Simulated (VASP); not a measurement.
# Cu5Si3 in VASP: a series of runs

Runs on Cu5Si3. Level: PBE. Tasks: single point.

Everything below comes from runs of VASP 6.6.1. Logs are shortened: lines on timing, memory, paths and dates and some standing lists are left out, and cuts for length are marked.

## (1) The cell of the first run

The cell holds an amorphous packing of atoms, 16 atoms: a = 6.034 Å, b = 6.312 Å, c = 5.993 Å, α = 91.32°, β = 89.34°, γ = 91.28°.

## (2) Single point, PBE

Input file INCAR:

```
SYSTEM = Cu5Si3
PREC = Accurate ; ENCUT = 520
EDIFF = 1E-6 ; ISMEAR = -1
SIGMA = 0.1853 ; LREAL = Auto
LASPH = .True. ; NELM = 60
ALGO = Normal ; ISIF = 2
LWAVE = .False. ; LCHARG = .True.
GGA = PE ; LELF = .True.
LVHAR = .True. ; NBANDS = 81
ISYM = 0
```

Input file KPOINTS:

```
Automatic mesh
0
Gamma
  1 1 1
  0.25 0.25 0.25
```

Input file POSCAR:

```
Cu5Si3
1.0
    6.0333080000     -0.0687010000      0.0339860000
   -0.0687010000      6.3113540000     -0.0708020000
    0.0339860000     -0.0708020000      5.9927160000
Cu Si
10 6
Direct
    0.6457334717      0.2214322587      0.5535131231
    0.8375699471      0.5414422862      0.4444231204
    0.5894481943      0.0924301404     -0.0174619901
    0.7477565064      0.8957026008      0.6515433541
    0.0697310322      0.2507670775      0.5921895734
    0.4464055374      0.4223428950      0.7623515253
    0.1737790590      0.9645680579      0.7682929230
    0.4104303712      0.3912626098      0.2280141907
    0.0619467924      0.6513047646      0.0677399624
    0.2104737721     -0.0242080809      0.2314125778
    0.0766403639      0.6136146314      0.7229158605
    0.4935837833      0.7449084884      0.0623777386
    0.7214516834      0.4634014127      0.0498419231
    0.1395457690      0.2673316686      0.0141925655
    0.4716446905      0.7389916858      0.4823687244
    0.8863741534      1.1587492855      0.2431873052
```

Potentials or basis: VASP PAW PBE potentials, release 64 (Cu, Si).

The run is started by

```sh
> cat potpaw_PBE.64/Cu/POTCAR potpaw_PBE.64/Si/POTCAR > POTCAR
> mpirun -np 1 vasp_std > vasp.out
```

OUTCAR:

```text
SYSTEM = Cu5Si3
   PREC = Accurate
   ENCUT = 520
   EDIFF = 1E-6
   ISMEAR = -1
   LREAL = Auto
   LASPH = .True.
   NELM = 60
   ISIF = 2
   GGA = PE
   ISYM = 0

 ion  position               nearest neighbor table
   1  0.646  0.221  0.554-   6 2.14   4 2.25  16 2.38   2 2.41   5 2.57   8 2.68   3 2.73
   2  0.838  0.541  0.444-  11 2.25   1 2.41  13 2.51   5 2.52  15 2.57   4 2.60  16 2.70   9 2.71

   3  0.589  0.092  0.983-  12 2.32  16 2.41  13 2.48   4 2.51   8 2.61   6 2.66   1 2.73  14 2.96

   4  0.748  0.896  0.652-  15 2.17   1 2.25   3 2.51   2 2.60   7 2.70  11 2.74
   5  0.070  0.251  0.592-   7 2.22  11 2.40  16 2.43   2 2.52  14 2.57   1 2.57   6 2.70
   6  0.446  0.422  0.762-   1 2.14  13 2.41  14 2.57  11 2.58  15 2.64   3 2.66   5 2.70  12 2.70

   7  0.174  0.965  0.768-   5 2.22  11 2.29  14 2.40   4 2.70   9 2.77  10 2.79  15 2.85
   8  0.410  0.391  0.228-  13 2.19  14 2.21  12 2.50   3 2.61  15 2.66   1 2.68
   9  0.062  0.651  0.068-  11 2.08  13 2.35  10 2.41  14 2.49  12 2.66   2 2.71   7 2.77
  10  0.210  0.976  0.231-  16 2.29  14 2.33   9 2.41  12 2.46  15 2.69   7 2.79
  11  0.077  0.614  0.723-   9 2.08   2 2.25   7 2.29   5 2.40   6 2.58   4 2.74  14 2.86  15 2.88
                            13 3.04
  12  0.494  0.745  0.062-  13 2.27   3 2.32  10 2.46   8 2.50  15 2.52   9 2.66   6 2.70
  13  0.721  0.463  0.050-   8 2.19  12 2.27   9 2.35   6 2.41   3 2.48  16 2.50   2 2.51  14 2.84
                            11 3.04
  14  0.140  0.267  0.014-  16 2.15   8 2.21  10 2.33   7 2.40   9 2.49   6 2.57   5 2.57  13 2.84
                            11 2.86   3 2.96
  15  0.472  0.739  0.482-   4 2.17  12 2.52   2 2.57   6 2.64   8 2.66  10 2.69   7 2.85  11 2.88

  16  0.886  0.159  0.243-  14 2.15  10 2.29   1 2.38   3 2.41   5 2.43  13 2.50   2 2.70

IMPORTANT INFORMATION: All symmetrisations will be switched off!
NOSYMM: (Re-)initialisation of all symmetry stuff for point group C_1.

----------------------------------------------------------------------------------------

                                     Primitive cell

  volume of cell :     228.1272

  direct lattice vectors                    reciprocal lattice vectors
     6.033308000 -0.068701000  0.033986000     0.165772159  0.001794171 -0.000918933
    -0.068701000  6.311354000 -0.070802000     0.001794171  0.158485028  0.001862274
     0.033986000 -0.070802000  5.992716000    -0.000918933  0.001862274  0.166896460

  length of vectors
     6.033794851  6.312125004  5.993230600     0.165784415  0.158506123  0.166909379

  position of ions in fractional coordinates (direct lattice)
     0.645733472  0.221432259  0.553513123
     0.837569947  0.541442286  0.444423120
     0.589448194  0.092430140  0.982538010
     0.747756506  0.895702601  0.651543354
     0.069731032  0.250767078  0.592189573
     0.446405537  0.422342895  0.762351525
[... 8 lines left out ...]
     0.471644690  0.738991686  0.482368724
     0.886374153  0.158749286  0.243187305

  ion indices of the primitive-cell ions
   primitive index   ion index
                 1           1
                 2           2
                 3           3
                 4           4
                 5           5
                 6           6
[... 8 lines left out ...]
                15          15
                16          16

----------------------------------------------------------------------------------------

 KPOINTS: Automatic mesh

Automatic generation of k-mesh.
 Grid dimensions read from file:
 generate k-points for:    1    1    1

 Generating k-lattice:

  Cartesian coordinates                     Fractional coordinates (reciprocal lattice)
     0.165772159  0.001794171 -0.000918933     1.000000000  0.000000000  0.000000000
     0.001794171  0.158485028  0.001862274    -0.000000000  1.000000000  0.000000000
    -0.000918933  0.001862274  0.166896460     0.000000000  0.000000000  1.000000000

  Length of vectors
     0.165784415  0.158506123  0.166909379

  Shift w.r.t. Gamma in fractional coordinates (k-lattice)
     0.250000000  0.250000000  0.250000000

 Subroutine IBZKPT returns following result:
 ===========================================

 Found      1 irreducible k-points:

 Following reciprocal coordinates:
            Coordinates               Weight
  0.250000  0.250000  0.250000      2.000000
   k-points           NKPTS =      1   k-points in BZ     NKDIM =      1   number of bands    NBANDS=     81
   number of dos      NEDOS =    301   number of ions     NIONS =     16
   total plane-waves  NPLWV = 110592
   dimension x,y,z NGX =    48 NGY =   48 NGZ =   48
   dimension x,y,z NGXF=    96 NGYF=   96 NGZF=   96
   ions per type =              10   6
   NGX,Y,Z   is equivalent  to a cutoff of  13.23, 12.64, 13.31 a.u.
   NGXF,Y,Z  is equivalent  to a cutoff of  26.45, 25.28, 26.63 a.u.
 SYSTEM =  Cu5Si3
   PREC   = accura    normal or accurate (medium, high low for compatibility)
   ISTART =      0    job   : 0-new  1-cont  2-samecut
   ICHARG =      2    charge: 1-file 2-atom 10-const
   ISPIN  =      1    spin polarized calculation?
   LNONCOLLINEAR =      F non collinear calculations
   LSORBIT =      F    spin-orbit coupling
   LASPH  =      T    aspherical Exc in radial PAW
   ENCUT  =  520.0 eV  38.22 Ry    6.18 a.u.  11.22 11.74 11.14*2*pi/ulx,y,z
   NELM   =     60;   NELMIN=  2; NELMDL= -5     # of ELM steps
   EDIFF  = 0.1E-05   stopping-criterion for ELM
   LREAL  =      T    real-space projection
   EDIFFG = 0.1E-04   stopping-criterion for IOM
   NSW    =      0    number of steps for IOM
   IBRION =     -1    ionic relax: 0-MD 1-quasi-New 2-CG
   NFREE  =      0    steps in history (QN), initial steepest desc. (CG)
   ISIF   =      2    stress and relaxation
   ISYM   =      0    0-nonsym 1-usesym 2-fastsym
   POTIM  = 0.5000    time-step for ionic-motion
   TEBEG  =    0.0;   TEEND  =   0.0 temperature during run
   PSTRESS=    0.0 pullay stress
   NELECT =     134.0000    total number of electrons
   NUPDOWN=      -1.0000    fix difference up-down
   EMIN   =  10.00;   EMAX   =-10.00  energy-range for DOS
   EFERMI =   0.00;   METHOD = LEGACY
   ISMEAR =    -1;   SIGMA  =   0.19  broadening in eV -4-tet -1-fermi 0-gaus
   EFERMI_NEDOS =   21; number of points for ismear=-14 and -15
   IALGO  =     38    algorithm
   IMIX   =      4    mixing-type and parameters
     AMIX     =   0.40;   BMIX     =  1.00
     AMIX_MAG =   1.60;   BMIX_MAG =  1.00
  volume/ion in A,a.u.               =      14.26        96.22
  Fermi-wavevector in a.u.,A,eV,Ry     =   1.371042  2.590894 25.575633  1.879756
  Thomas-Fermi vector in A             =   2.496774
   LORBIT       =      0    0 simple, 1 ext, 2 COOP (PROOUT), +10 PAW based schemes
   GGA     = PE    functional components
   LHFCALC =     F    Hartree Fock is set to
   AEXX    =    0.0000 exact exchange contribution
   IVDW    =     0    specifies the selected vdW correction
   LEPSILON=     F    determine dielectric tensor
   LRPA    =     F    only Hartree local field effects (RPA)
 non-spin polarized calculation
  energy-cutoff  :      520.00
  volume of cell :      228.13
 maximum number of plane-waves:      6158
 NGX is ok and might be reduce to    48
   NGX = 23   NGY = 23   NGZ = 23

 number of electron     133.9999995 magnetization

 Free energy of the ion-electron system (eV)
  ---------------------------------------------------
  ext. energy  EPLUGINS =         0.00000000
  ---------------------------------------------------
  free energy    TOTEN  =       -65.63030391 eV

  energy without entropy =      -65.25191524  energy(sigma->0) =      -65.44110957

 E-fermi :   7.4221     XC(G=0): -11.3739

 val. band max:        7.0542160014   @ k =   0.2500   0.2500   0.2500
 cond. band min:       7.8040505851   @ k =   0.2500   0.2500   0.2500
 fundamental gap:      0.7498345837
 Fermi energy:         7.4221447307

 k-point     1 :       0.2500    0.2500    0.2500
  band No.  band energies     occupation
      1      -4.3659      2.00000
      2      -2.9938      2.00000
      3      -2.2083      2.00000
      4      -1.4587      2.00000
      5      -0.6442      2.00000
      6       0.2084      2.00000
[... 71 lines left out ...]
     78      11.2912      0.00000
     79      11.7622      0.00000
 [bands above 79 left out]

------------------------ aborting loop because EDIFF is reached ----------------------------------------

  FORCE on cell =-STRESS in cart. coord.  units (eV):
  Direction    XX          YY          ZZ          XY          YZ          ZX
  --------------------------------------------------------------------------------------
  -------------------------------------------------------------------------------------
  Total        8.8558107      8.7421598      9.1467639     -3.7866546     -0.8926785     -4.5685304
  in kB       62.1959101     61.3977200     64.2393253    -26.5943390     -6.2694373    -32.0855896
  external PRESSURE =      62.6109852 kB  Pullay stress =       0.0000000 kB

 VOLUME and BASIS-vectors are now :
 -----------------------------------------------------------------------------
  energy-cutoff  :      520.00
  volume of cell :      228.13
      direct lattice vectors                 reciprocal lattice vectors
     6.033308000 -0.068701000  0.033986000     0.165772159  0.001794171 -0.000918933
    -0.068701000  6.311354000 -0.070802000     0.001794171  0.158485028  0.001862274
     0.033986000 -0.070802000  5.992716000    -0.000918933  0.001862274  0.166896460

 POSITION                                       TOTAL-FORCE (eV/Angst)
 -----------------------------------------------------------------------------------
      3.89951      1.31399      3.32332         0.634802     -0.793249     -1.268191
      5.03122      3.32823      2.65343        -0.480364      0.455695     -0.843150
      3.58336      0.47330      5.90156        -0.427179      0.398173     -0.206152
      4.47205      5.55559      3.86651         1.831758     -0.527511      0.663546
      0.42361      1.53596      3.53344        -0.241542      0.882649     -0.498864
      2.69020      2.58091      4.55383        -1.654027      1.504932      0.945815
[... 8 lines left out ...]
      2.81120      4.59748      2.85441        -1.907821     -0.717892      0.158398
      5.34513      0.92381      1.47624        -1.596321     -1.105030      1.735866
 -----------------------------------------------------------------------------------
    total drift:                                0.003494      0.002877     -0.001262

  FREE ENERGIE OF THE ION-ELECTRON SYSTEM (eV)
  ---------------------------------------------------
  free  energy   TOTEN  =       -65.6303039076 eV

  energy  without entropy=      -65.2519152369  energy(sigma->0) =      -65.44110957
```

Wall time 54 s (1 thread of Intel Xeon 6975P-C (Granite Rapids), shared host); peak memory 0.32 GiB.

Results:

```yaml
Free_energy: -65.6303 eV
Pressure: 6.3 GPa
Largest_force: 3.059 eV/Å
Band_gap_on_the_k_mesh: 0.75 eV
```

Forces in eV/Å, atoms in the order of the input:
```
Cu   0.635 -0.793 -1.268
Cu  -0.480  0.456 -0.843
Cu  -0.427  0.398 -0.206
Cu   1.832 -0.528  0.664
Cu  -0.242  0.883 -0.499
Cu  -1.654  1.505  0.946
Cu   0.937 -1.039  0.522
Cu  -0.695 -0.077  2.053
Cu   0.160  0.198  2.610
Cu   1.001 -0.208  0.748
Si   0.087  0.031 -2.577
Si  -1.040  1.211 -0.074
Si   2.857 -0.324 -1.043
Si   0.534  0.110 -2.926
Si  -1.908 -0.718  0.158
Si  -1.596 -1.105  1.736
```

Stress tensor (GPa, compression positive):
```
 6.22 -2.66 -3.21
-2.66  6.14 -0.63
-3.21 -0.63  6.42
```

Caveat: the k points lie up to 1.05 Å⁻¹ apart.

## (3) Single point, PBE

Input file INCAR:

```
SYSTEM = Cu5Si3
PREC     = Accurate       ! precision mode
ENCUT    = 520            ! plane-wave cutoff, eV
EDIFF    = 1E-7           ! SCF threshold, eV
ISMEAR   = -1             ! smearing method
SIGMA    = 0.1853         ! smearing width, eV
LREAL    = Auto         
LASPH    = .True.         ! aspherical terms in the spheres
NELM     = 60             ! most SCF steps
ALGO     = Normal         ! electronic algorithm
ISIF     = 2              ! what is computed and relaxed
LWAVE    = .False.        ! write WAVECAR
LCHARG   = .False.        ! write CHGCAR
GGA      = PE             ! functional
NBANDS   = 81             ! bands
ISYM     = 0
```

KPOINTS is that of step 2.

Input file POSCAR:

```
Cu5Si3
1.0
    6.0333080000     -0.0687010000      0.0339860000
   -0.0687010000      6.3113540000     -0.0708020000
    0.0339860000     -0.0708020000      5.9927160000
Cu Si
10 6
Direct
    0.5911630946      0.2859925092      0.6125740937
    0.8234685281      0.5678007088      0.4808220554
    0.5438193392      0.0832157979     -0.0443288818
    0.7281066542      0.9020823179      0.7352220261
    0.0818904803      0.2823936608      0.5035084102
    0.4727952373      0.5499730096      0.8084919709
    0.3026814775      0.9987701733      0.6903704419
    0.4013013784      0.3977946842      0.2198280430
    0.0153552803      0.7956294559      0.0531514078
    0.3189239960     -0.0193052410      0.2556056719
    0.0334511328      0.6994439516      0.7202233779
    0.6483722506      0.7230440488      0.1358312968
    0.8272975828      0.3864306453     -0.1133099705
    0.1467788474      0.2256498354     -0.0108169595
    0.3534785303      0.6832832047      0.4449006921
    0.8353521608      1.0977448017      0.2338989949
```

Potentials or basis: VASP PAW PBE potentials, release 64 (Cu, Si).

The run is started by

```sh
> cat potpaw_PBE.64/Cu/POTCAR potpaw_PBE.64/Si/POTCAR > POTCAR
> mpirun -np 1 vasp_std > vasp.out
```

It took 66 s on 1 thread of Intel Xeon 6975P-C (Granite Rapids), shared host; peak memory 0.33 GiB.

The run converged. Its results:

- Free energy: -65.6455 eV
- Pressure: 4.8 GPa
- Largest force: 4.114 eV/Å
- Band gap on the k mesh: 0.69 eV

Forces in eV/Å, atoms in the order of the input:
```
Cu   0.382 -2.580 -2.321
Cu  -1.624 -0.052 -2.135
Cu  -0.763  2.449  3.217
Cu   1.195 -1.618 -2.625
Cu   0.196 -0.272  0.149
Cu  -1.186  2.316  1.428
Cu  -1.171 -0.751 -0.811
Cu   0.493 -0.443 -0.437
Cu   0.299  0.574  2.374
Cu  -0.198  0.838  0.517
Si   2.382 -0.458 -1.423
Si  -0.517 -0.260 -0.116
Si   0.262  0.907  0.720
Si   0.903 -0.520 -0.355
Si  -0.648 -0.531  1.333
Si  -0.006  0.400  0.485
```

Stress tensor (GPa, compression positive):
```
 5.32 -3.74 -1.98
-3.74  0.64  3.84
-1.98  3.84  8.55
```

Levels at points of the mesh, in eV from the valence-band top:
| k point | band 65 | band 66 | band 67 | band 68 | band 69 | band 70 |
| --- | --- | --- | --- | --- | --- | --- |
| (0.25, 0.25, 0.25) | -0.53 | -0.33 | 0.00 | 0.69 | 1.04 | 1.55 |

Caveat: the k points lie up to 1.05 Å⁻¹ apart.

## (4) Single point, PBE

Input file INCAR:

```
SYSTEM = Cu5Si3
PREC = Accurate
ENCUT = 520
EDIFF = 1E-7
ISMEAR = -1
SIGMA = 0.1853
LREAL = Auto
LASPH = .TRUE.
NELM = 100
ALGO = Normal
ISIF = 2
LWAVE = .FALSE.
LCHARG = .FALSE.
GGA = PE
ISYM = 0
NBANDS = 81
```

KPOINTS is that of step 3.

Input file POSCAR:

```
Cu5Si3
1.0
    6.0333080000     -0.0687010000      0.0339860000
   -0.0687010000      6.3113540000     -0.0708020000
    0.0339860000     -0.0708020000      5.9927160000
Cu Si
10 6
Direct
    0.4974637303      0.2843276522      0.4903987047
    0.7133140999      0.6230448863      0.4311522740
    0.6338772139      0.1482557115     -0.0421982537
    0.7492815643      0.9367949536      0.6592212735
    0.0332170213      0.2147866621      0.6178584821
    0.5268190371      0.5397588373      0.7806291060
    0.3674018465      0.9309983080      0.6968167727
    0.4548734621      0.4288006938      0.1505425282
    0.1562749815      0.7084402669      0.1035855572
    0.3595769688     -0.0115566001      0.3190857345
    0.0503369287      0.6758737326      0.6884012960
    0.5673623205      0.7625410500      0.0716384784
    0.8824837582      0.4824365527     -0.0119297528
    0.0701470548      0.1280598166     -0.0266565488
    0.3321202340      0.6402390546      0.4249219832
    0.8365386830      1.2016014388      0.2793706862
```

The run is started by

```sh
> cat potpaw_PBE.64/Cu/POTCAR potpaw_PBE.64/Si/POTCAR > POTCAR
> mpirun -np 1 vasp_std > vasp.out
```

Wall time 54 s (1 thread of Intel Xeon 6975P-C (Granite Rapids), shared host); peak memory 0.32 GiB.

Results (log left out):

```
Free energy            : -66.3893 eV
Pressure               : 4.9 GPa
Largest force          : 2.185 eV/Å
Band gap on the k mesh : 1.04 eV
```

Forces in eV/Å, atoms in the order of the input:
```
Cu   0.442 -0.261  1.356
Cu   1.429 -0.151 -0.533
Cu  -0.607 -0.239 -0.105
Cu   1.078 -0.405 -0.526
Cu   0.215  0.731 -0.790
Cu   0.030  0.138 -0.319
Cu  -1.108  0.165  1.708
Cu  -0.658 -1.564 -0.963
Cu  -0.171  0.776 -1.107
Cu  -0.478  0.700 -2.013
Si  -1.336 -0.122 -0.120
Si   1.257  1.656 -0.093
Si  -1.193  0.087  0.067
Si   1.261 -1.045  0.995
Si  -0.408 -0.466  1.420
Si   0.244 -0.001  1.024
```

Stress tensor (GPa, compression positive):
```
 2.45  0.99 -2.96
 0.99  3.11  3.11
-2.96  3.11  9.28
```

Levels at points of the mesh, in eV from the valence-band top:
```tsv
k point	band 64	band 65	band 66	band 67	band 68	band 69	band 70	band 71
(0.25, 0.25, 0.25)	-0.50	-0.39	-0.07	0.00	1.04	1.47	1.96	2.17
```

Caveat: the k points lie up to 1.05 Å⁻¹ apart.
